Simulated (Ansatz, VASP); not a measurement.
**Al in VASP and in Ansatz**

```
Al
1.0
    -1.59699    1.59699    1.59699
     1.59699   -1.59699    1.59699
     1.59699    1.59699   -1.59699
Al
1
Direct
  0.00000 0.00000 0.00000
```

Alike in both runs: task single point; functional PBE; k mesh 15 × 15 × 15; occupations fermi-dirac, width 0.1 eV; no spin polarisation.

|  | VASP | Ansatz |
| --- | --- | --- |
| version | VASP 6.6.1 | Ansatz 0.2.0 |
| potentials or method | VASP PAW PBE potentials, release 64 (Al), cutoff 520 eV | plane waves (420 eV) with PAW, scalar-relativistic |
| valence electrons in the cell | 3 | 3 |

|  | VASP | Ansatz | Ansatz less VASP |
| --- | --- | --- | --- |
| pressure (GPa) | 2.8 | 2.9 | +0.02 |
